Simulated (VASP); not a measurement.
ZnAg2S2: single point with PBE

The system is ZnAg2S2.

```
Zn Ag S
1.0
     4.46372    0.00000    0.00000
    -2.23186    3.86569    0.00000
     0.00000    0.00000    5.54894
Zn Ag S
1 2 2
Cartesian
  2.2319 1.2886 0.0000
  2.2319 1.2886 2.7745
  0.0000 0.0000 0.0000
  0.0000 2.5771 4.1580
  0.0000 2.5771 1.3909
```

| Property | Result |
| --- | --- |
| Program | VASP 6.6.1 |
| Task | single point |
| Functional | PBE |
| Potentials or basis | VASP PAW PBE potentials, release 64 (Zn, Ag, S) |
| Cutoff | 520 eV |
| k mesh | 6 × 6 × 2 |
| Occupations | gaussian, width 0.1 eV |
| Spin | collinear spin, ferromagnetic start |
| Starting moments | [0.0, 1.0, 1.0, 0.0, 0.0] μB |
| Dipole correction | no |
| Further INCAR settings | ALGO = Normal; EDIFF = 1e-06; NBANDS = 35 |

| Property | Result |
| --- | --- |
| Pressure | -0.1 GPa |
| Largest force | 0.017 eV/Å |
| Band gap on the k mesh | zero (filled and empty bands overlap) |
| Net moment | 0.00 μB per cell |
| Valence electrons inside the program's atomic spheres | Zn 10.68; Ag 9.71, 9.81; S 3.58 |

Forces in eV/Å, atoms in the order of the input:
```
Zn   0.000  0.000  0.000
Ag   0.000  0.000  0.000
Ag   0.000  0.000  0.000
S    0.000  0.000  0.017
S    0.000  0.000 -0.017
```

Stress tensor (GPa, compression positive):
```
-0.06  0.00  0.00
 0.00 -0.06  0.00
 0.00  0.00 -0.25
```

Levels at points of the mesh, in eV from the Fermi level:
Spin up:
| k point | band 21 | band 22 | band 23 | band 24 | band 25 | band 26 |
| --- | --- | --- | --- | --- | --- | --- |
| (0.00, 0.00, 0.00) | -1.88 | -0.98 | -0.98 | 1.19 | 1.78 | 2.44 |
| (0.50, 0.00, 0.00) | -2.60 | -0.73 | -0.72 | 0.69 | 1.79 | 3.29 |
| (0.00, 0.00, 0.50) | -1.68 | -1.57 | -1.57 | -1.56 | -0.39 | 3.28 |
| (0.50, 0.00, 0.50) | -2.52 | -2.03 | -2.02 | 0.11 | 1.59 | 2.20 |
Spin down:
```tsv
k point	band 19	band 20	band 21	band 22	band 23	band 24	band 25	band 26	band 27	band 28
(0.00, 0.00, 0.00)	-2.86	-1.88	-1.88	-0.98	-0.98	1.19	1.78	2.44	2.44	3.38
(0.50, 0.00, 0.00)	-3.60	-3.47	-2.60	-0.73	-0.72	0.69	1.79	3.29	3.52	3.69
(0.00, 0.00, 0.50)	-2.45	-1.68	-1.68	-1.57	-1.57	-1.56	-0.39	3.28	3.28	5.50
(0.50, 0.00, 0.50)	-3.66	-2.76	-2.52	-2.03	-2.02	0.11	1.59	2.20	4.61	4.92
```

Wall time 96 s on 1 thread of Oxide Virtual Turin-like Processor, on a shared host, peak memory 0.27 GiB.

Caveat: the k points lie up to 0.57 Å⁻¹ apart.
